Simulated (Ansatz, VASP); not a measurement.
**Two plane-wave programs on AgPbSeF**

```
CELL_PARAMETERS angstrom
4.09198 0.00000 0.00000
0.00000 4.09198 0.00000
0.00000 0.00000 9.33801
ATOMIC_POSITIONS crystal
Pb 0.50000 0.00000 0.33950
Pb 0.00000 0.50000 0.66050
Ag 0.00000 0.00000 0.00000
Ag 0.50000 0.50000 0.00000
Se 0.00000 0.50000 0.19560
Se 0.50000 0.00000 0.80440
F 0.00000 0.00000 0.50000
F 0.50000 0.50000 0.50000
```

Alike in both runs: functional PBEsol; k mesh 6 × 6 × 4; occupations gaussian, width 0.02 eV; no spin polarisation.

Ansatz relaxed the structure, and its values are those at the end. VASP's run is a single point on that final structure, the one shown.

|  | VASP | Ansatz |
| --- | --- | --- |
| version | VASP 6.6.1 | Ansatz 0.2.0 |
| potentials or method | VASP PAW PBE potentials, release 64 (Pb_d, Ag, Se, F), cutoff 520 eV | scalar-relativistic, plane waves, PAW |
| valence electrons in the cell | 76 | 112 |

|  | VASP | Ansatz | Ansatz less VASP |
| --- | --- | --- | --- |
| gap on the k mesh at the Fermi level (eV) | 1.19 | 1.19 | +0.003 |
| least direct gap on the mesh (eV) | 1.53 | 1.52 | -0.002 |
| pressure (GPa) | -0.1 | 0.0 | +0.08 |

VASP's potentials were made for PBE, not for PBEsol. VASP's potentials hold 76 valence electrons a cell and Ansatz's 112, so a difference there can come from the potentials and not from the codes.

Spin-orbit coupling is off throughout.
